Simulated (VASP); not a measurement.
# Rh (P6/mmm) in VASP: a series of runs

Rh is run at these levels: PBEsol; tasks: single point.

All numbers are computed with VASP 6.6.1; they aren't measurements. Logs are shortened: lines on timing, memory, paths and dates and some standing lists are left out, and cuts for length are marked.

### Step 1. The cell of the first run

Symmetry: P6/mmm, No. 191, hexagonal system. The conventional cell has a = 4.164 Å, b = 4.164 Å, c = 2.554 Å, α = 90.00°, β = 90.00°, γ = 120.00°. Rh (site symmetry 6/mmm) has 14 Rh at 2.55 to 2.72 Å within 3.4 Å. Within 3.2 Å of Rh (site symmetry -6m2) lie 11 Rh at 2.40 to 2.72 Å.

### Step 2. Single point, PBEsol (volume scaled by 0.92)

INCAR reads:

```
SYSTEM = Rh
PREC = Accurate ; ENCUT = 520
EDIFF = 1E-7 ; ISMEAR = -1
SIGMA = 0.1 ; LREAL = .FALSE.
LASPH = .TRUE. ; NELM = 100
ALGO = Normal ; ISIF = 2
LWAVE = .FALSE. ; LCHARG = .FALSE.
GGA = PS ; NBANDS = 30
```

KPOINTS reads:

```
regular mesh
0
G
  10 10 13
  0 0 0
```

POSCAR reads:

```
Rh
1.0
    4.1641266561      0.0000000000      0.0000000000
   -2.0820633281      3.6062394687      0.0000000000
    0.0000000000      0.0000000000      2.5536767697
Rh
3
Direct
    0.0000000000      0.0000000000      0.0000000000
    0.3333333333      0.6666666667      0.5000000000
    0.6666666667      0.3333333333      0.5000000000
```

Potentials or basis: VASP PAW PBE potentials, release 64 (Rh_pv).

Command:

```
> cat potpaw_PBE.64/Rh_pv/POTCAR > POTCAR
> mpirun -np 1 vasp_std > vasp.out
```

OUTCAR:

```text
SYSTEM = Rh
   PREC = Accurate
   ENCUT = 520
   EDIFF = 1E-7
   ISMEAR = -1
   LREAL = .FALSE.
   LASPH = .TRUE.
   NELM = 100
   ISIF = 2
   GGA = PS

 ion  position               nearest neighbor table
   1  0.000  0.000  0.000-   2 2.72   3 2.72   2 2.72   3 2.72   2 2.72   2 2.72   3 2.72   3 2.72
                             3 2.72   3 2.72   2 2.72   2 2.72
   2  0.333  0.667  0.500-   3 2.40   3 2.40   3 2.40   1 2.72   1 2.72   1 2.72   1 2.72   1 2.72
                             1 2.72
   3  0.667  0.333  0.500-   2 2.40   2 2.40   2 2.40   1 2.72   1 2.72   1 2.72   1 2.72   1 2.72
                             1 2.72

  LATTYP: Found a hexagonal cell.
 ALAT       =     4.1641266561
 C/A-ratio  =     0.6132562673

  Lattice vectors:

 A1 = (   4.1641266561,   0.0000000000,   0.0000000000)
 A2 = (  -2.0820633281,   3.6062394687,   0.0000000000)
 A3 = (   0.0000000000,   0.0000000000,   2.5536767697)

Analysis of symmetry for initial positions (statically):
=====================================================================
 Subroutine PRICEL returns:
 Original cell was already a primitive cell.

 Routine SETGRP: Setting up the symmetry group for a
 hexagonal supercell.

 Subroutine GETGRP returns: Found 24 space group operations
 (whereof 24 operations were pure point group operations)
 out of a pool of 24 trial point group operations.

The static configuration has the point symmetry D_6h.

Analysis of symmetry for dynamics (positions and initial velocities):
=====================================================================
 Subroutine PRICEL returns:
 Original cell was already a primitive cell.

 Routine SETGRP: Setting up the symmetry group for a
 hexagonal supercell.

 Subroutine GETGRP returns: Found 24 space group operations
 (whereof 24 operations were pure point group operations)
 out of a pool of 24 trial point group operations.

The dynamic configuration has the point symmetry D_6h.

 Subroutine INISYM returns: Found 24 space group operations
 (whereof 24 operations are pure point group operations),
 and found     1 'primitive' translations

----------------------------------------------------------------------------------------

                                     Primitive cell

  volume of cell :      38.3482

  direct lattice vectors                    reciprocal lattice vectors
     4.164126656  0.000000000  0.000000000     0.240146394  0.138648585  0.000000000
    -2.082063328  3.606239469  0.000000000     0.000000000  0.277297170  0.000000000
     0.000000000  0.000000000  2.553676770     0.000000000  0.000000000  0.391592237

  length of vectors
     4.164126656  4.164126656  2.553676770     0.277297170  0.277297170  0.391592237

  position of ions in fractional coordinates (direct lattice)
     0.000000000  0.000000000  0.000000000
     0.333333333  0.666666667  0.500000000
     0.666666667  0.333333333  0.500000000

  ion indices of the primitive-cell ions
   primitive index   ion index
                 1           1
                 2           2
                 3           3

----------------------------------------------------------------------------------------

 KPOINTS: regular mesh

Automatic generation of k-mesh.
 Grid dimensions read from file:
 generate k-points for:   10   10   13

 Generating k-lattice:

  Cartesian coordinates                     Fractional coordinates (reciprocal lattice)
     0.024014639  0.013864859  0.000000000     0.100000000  0.000000000  0.000000000
     0.000000000  0.027729717  0.000000000     0.000000000  0.100000000  0.000000000
     0.000000000  0.000000000  0.030122480     0.000000000  0.000000000  0.076923077

  Length of vectors
     0.027729717  0.027729717  0.030122480

  Shift w.r.t. Gamma in fractional coordinates (k-lattice)
     0.000000000  0.000000000  0.000000000

 Subroutine IBZKPT returns following result:
 ===========================================

 Found     98 irreducible k-points:

 Following reciprocal coordinates:
            Coordinates               Weight
  0.000000  0.000000  0.000000      1.000000
  0.100000  0.000000  0.000000      6.000000
  0.200000  0.000000  0.000000      6.000000
  0.300000  0.000000  0.000000      6.000000
  0.400000  0.000000  0.000000      6.000000
  0.500000  0.000000  0.000000      3.000000
[... 16 lines left out ...]
  0.300000  0.100000  0.076923     24.000000
  0.400000  0.100000  0.076923     24.000000
 [... further k-points ...]
   k-points           NKPTS =     98   k-points in BZ     NKDIM =     98   number of bands    NBANDS=     30
   number of dos      NEDOS =    301   number of ions     NIONS =      3
   total plane-waves  NPLWV =  20480
   dimension x,y,z NGX =    32 NGY =   32 NGZ =   20
   dimension x,y,z NGXF=    64 NGYF=   64 NGZF=   40
   ions per type =               3
   NGX,Y,Z   is equivalent  to a cutoff of  12.78, 12.78, 13.02 a.u.
   NGXF,Y,Z  is equivalent  to a cutoff of  25.55, 25.55, 26.04 a.u.
 SYSTEM =  Rh
   PREC   = accura    normal or accurate (medium, high low for compatibility)
   ISTART =      0    job   : 0-new  1-cont  2-samecut
   ICHARG =      2    charge: 1-file 2-atom 10-const
   ISPIN  =      1    spin polarized calculation?
   LNONCOLLINEAR =      F non collinear calculations
   LSORBIT =      F    spin-orbit coupling
   LASPH  =      T    aspherical Exc in radial PAW
   ENCUT  =  520.0 eV  38.22 Ry    6.18 a.u.   7.74  7.74  4.75*2*pi/ulx,y,z
   NELM   =    100;   NELMIN=  2; NELMDL= -5     # of ELM steps
   EDIFF  = 0.1E-06   stopping-criterion for ELM
   LREAL  =      F    real-space projection
   EDIFFG = 0.1E-05   stopping-criterion for IOM
   NSW    =      0    number of steps for IOM
   IBRION =     -1    ionic relax: 0-MD 1-quasi-New 2-CG
   NFREE  =      0    steps in history (QN), initial steepest desc. (CG)
   ISIF   =      2    stress and relaxation
   ISYM   =      2    0-nonsym 1-usesym 2-fastsym
   POTIM  = 0.5000    time-step for ionic-motion
   TEBEG  =    0.0;   TEEND  =   0.0 temperature during run
   PSTRESS=    0.0 pullay stress
   NELECT =      45.0000    total number of electrons
   NUPDOWN=      -1.0000    fix difference up-down
   EMIN   =  10.00;   EMAX   =-10.00  energy-range for DOS
   EFERMI =   0.00;   METHOD = LEGACY
   ISMEAR =    -1;   SIGMA  =   0.10  broadening in eV -4-tet -1-fermi 0-gaus
   EFERMI_NEDOS =   21; number of points for ismear=-14 and -15
   IALGO  =     38    algorithm
   IMIX   =      4    mixing-type and parameters
     AMIX     =   0.40;   BMIX     =  1.00
     AMIX_MAG =   1.60;   BMIX_MAG =  1.00
  volume/ion in A,a.u.               =      12.78        86.26
  Fermi-wavevector in a.u.,A,eV,Ry     =   1.726756  3.263095 40.568284  2.981685
  Thomas-Fermi vector in A             =   2.802008
   LORBIT       =      0    0 simple, 1 ext, 2 COOP (PROOUT), +10 PAW based schemes
   GGA     = PS    functional components
   LHFCALC =     F    Hartree Fock is set to
   AEXX    =    0.0000 exact exchange contribution
   IVDW    =     0    specifies the selected vdW correction
   LEPSILON=     F    determine dielectric tensor
   LRPA    =     F    only Hartree local field effects (RPA)
 non-spin polarized calculation
  energy-cutoff  :      520.00
  volume of cell :       38.35
 maximum number of plane-waves:      1060
 NGX is ok and might be reduce to    32
   NGX = 15   NGY = 15   NGZ =  9

 number of electron      45.0000009 magnetization

 Free energy of the ion-electron system (eV)
  ---------------------------------------------------
  ext. energy  EPLUGINS =         0.00000000
  ---------------------------------------------------
  free energy    TOTEN  =       -23.49315721 eV

  energy without entropy =      -23.33588613  energy(sigma->0) =      -23.41452167

 E-fermi :  13.1953     XC(G=0): -14.6732

 val. band max:       13.1833074327   @ k =   0.3000   0.1000   0.3846
 cond. band min:      13.1989566352   @ k =   0.2000   0.1000   0.2308
 fundamental gap:      0.0156492025
 Fermi energy:        13.1952641834

 k-point     1 :       0.0000    0.0000    0.0000
  band No.  band energies     occupation
      1     -34.2025      2.00000
      2     -34.2025      2.00000
      3     -33.7422      2.00000
      4     -33.7422      2.00000
      5     -33.4371      2.00000
      6     -33.2388      2.00000
[... 22 lines left out ...]
     29      22.3140      0.00000
     30      23.0978      0.00000

 k-point     2 :       0.1000    0.0000    0.0000
  band No.  band energies     occupation
      1     -34.2230      2.00000
      2     -34.2029      2.00000
      3     -33.7147      2.00000
      4     -33.7099      2.00000
      5     -33.4312      2.00000
      6     -33.2719      2.00000
[... 22 lines left out ...]
     29      23.8398      0.00000
     30      24.0412      0.00000

 k-point     3 :       0.2000    0.0000    0.0000
  band No.  band energies     occupation
      1     -34.2691      2.00000
      2     -34.1903      2.00000
      3     -33.6477      2.00000
      4     -33.6338      2.00000
      5     -33.4147      2.00000
      6     -33.3635      2.00000
[... 22 lines left out ...]
     29      24.8694      0.00000
     30      25.7247      0.00000

 k-point     4 :       0.3000    0.0000    0.0000
  band No.  band energies     occupation
      1     -34.3165      2.00000
      2     -34.1458      2.00000
      3     -33.5660      2.00000
      4     -33.5653      2.00000
      5     -33.4800      2.00000
      6     -33.3911      2.00000
[... 22 lines left out ...]
     29      26.3860      0.00000
     30      27.1804      0.00000

 k-point     5 :       0.4000    0.0000    0.0000
  band No.  band energies     occupation
      1     -34.3498      2.00000
      2     -34.0709      2.00000
      3     -33.6552      2.00000
      4     -33.4866      2.00000
      5     -33.4675      2.00000
      6     -33.3677      2.00000
[... 22 lines left out ...]
     29      28.0276      0.00000
     30      28.2130      0.00000
[... 526 lines left out ...]
     29      23.8410      0.00000
     30      25.8832      0.00000

 k-point    22 :       0.2000    0.1000    0.0769
  band No.  band energies     occupation
      1     -34.2839      2.00000
      2     -34.1698      2.00000
      3     -33.5912      2.00000
      4     -33.5817      2.00000
      5     -33.4535      2.00000
      6     -33.4297      2.00000
[... 22 lines left out ...]
     29      25.0954      0.00000
     30      27.2656      0.00000

 k-point    23 :       0.3000    0.1000    0.0769
  band No.  band energies     occupation
      1     -34.3181      2.00000
      2     -34.1110      2.00000
      3     -33.6186      2.00000
      4     -33.5079      2.00000
      5     -33.4940      2.00000
      6     -33.4049      2.00000
[... 22 lines left out ...]
     29      26.7845      0.00000
     30      28.4209      0.00000

 k-point    24 :       0.4000    0.1000    0.0769
  band No.  band energies     occupation
      1     -34.3377      2.00000
      2     -34.0372      2.00000
      3     -33.7314      2.00000
      4     -33.4585      2.00000
      5     -33.4456      2.00000
      6     -33.3902      2.00000
[... 22 lines left out ...]
     29      28.2122      0.00000
     30      29.2526      0.00000

 [... further k-points ...]
[... 5 lines left out ...]
  --------------------------------------------------------------------------------------
  -------------------------------------------------------------------------------------
  Total        7.0201415      7.0201415      6.1750255     -0.0000000     -0.0000000     -0.0000000
  in kB      293.2999789    293.2999789    257.9912153     -0.0000000     -0.0000000     -0.0000000
  external PRESSURE =     281.5303910 kB  Pullay stress =       0.0000000 kB

 VOLUME and BASIS-vectors are now :
 -----------------------------------------------------------------------------
  energy-cutoff  :      520.00
  volume of cell :       38.35
      direct lattice vectors                 reciprocal lattice vectors
     4.164126656  0.000000000  0.000000000     0.240146394  0.138648585  0.000000000
    -2.082063328  3.606239469  0.000000000     0.000000000  0.277297170  0.000000000
     0.000000000  0.000000000  2.553676770     0.000000000  0.000000000  0.391592237

 POSITION                                       TOTAL-FORCE (eV/Angst)
 -----------------------------------------------------------------------------------
      0.00000      0.00000      0.00000        -0.000000      0.000000      0.000000
     -0.00000      2.40416      1.27684         0.000000     -0.000000      0.000000
      2.08206      1.20208      1.27684        -0.000000      0.000000     -0.000000
 -----------------------------------------------------------------------------------
    total drift:                               -0.000000      0.000000      0.000000

  FREE ENERGIE OF THE ION-ELECTRON SYSTEM (eV)
  ---------------------------------------------------
  free  energy   TOTEN  =       -23.4931572134 eV

  energy  without entropy=      -23.3358861251  energy(sigma->0) =      -23.41452167
```

Run time: 2.6 min. Hardware: 1 thread of AMD EPYC 7R43 (Zen 3), shared host; peak memory 0.17 GiB.

Results:

```
Free energy : -23.4932 eV
Pressure    : 28.2 GPa
```

Levels at points of the mesh, in eV from the Fermi level:
```csv
k point,band 21,band 22,band 23,band 24,band 25,band 26
"(0.00, 0.00, 0.00)",-1.92,-1.85,-1.85,0.92,0.92,9.09
"(0.50, 0.00, 0.00)",-0.29,0.10,0.13,0.17,0.45,0.98
```

Caveat: the PAW data sets were made with another functional, which shifts forces and pressure a little.

(Continued in part 2 of 2.)
